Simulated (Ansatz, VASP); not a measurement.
## Cs: VASP beside Ansatz

INCAR

```
SYSTEM = Cs
PREC = Accurate
ENCUT = 520
EDIFF = 1E-7
ISMEAR = 0
SIGMA = 0.05
LREAL = .False.
LASPH = .True.
NELM = 80
ALGO = Fast
ISIF = 2
LWAVE = .False.
LCHARG = .False.
GGA = PE
NBANDS = 10
```

KPOINTS

```
regular mesh
0
Gamma
  6 6 6
  0 0 0
```

File POSCAR:

```
Cs
1.0
   -3.0375392857      3.0375392857      3.0375392857
    3.0375392857     -3.0375392857      3.0375392857
    3.0375392857      3.0375392857     -3.0375392857
Cs
1
Direct
    0.0000000000      0.0000000000      0.0000000000
```

Input for Ansatz:

```yaml
crystal:
  lattice:
    - [-3.0375392857, 3.0375392857, 3.0375392857]
    - [3.0375392857, -3.0375392857, 3.0375392857]
    - [3.0375392857, 3.0375392857, -3.0375392857]
  atoms:
    - { symbol: Cs, position: [0.0, 0.0, 0.0] }
basis:
  ecutwfc: 420
  ecutrho_ratio: 4
kpoints:
  mp_grid: { grid: [6, 6, 6] }
hamiltonian:
  xc: pbe
scf:
  occupations: { method: gaussian, width: 0.05 }
output:
  forces: true
  stress: true
  eigenvalues: true
```

Alike in both runs: task single point; functional PBE; k mesh 6 × 6 × 6; occupations gaussian, width 0.05 eV; no spin polarisation.

|  | VASP | Ansatz |
| --- | --- | --- |
| version | VASP 6.6.1 | Ansatz 0.2.0 |
| potentials or method | VASP PAW PBE potentials, release 64 (Cs_sv), cutoff 520 eV | scalar-relativistic, plane waves, PAW |
| valence electrons in the cell | 9 | 9 |

```csv
,VASP,Ansatz,Ansatz less VASP
gap on the k mesh at the Fermi level (eV),none,none,-
pressure (GPa),0.1,0.1,+0.01
```

A gap of «none» marks a metal or a gap that the smearing closes. The functional is the same, so the differences come from potentials, cutoffs and numerics.

Neither program's run includes spin-orbit coupling.
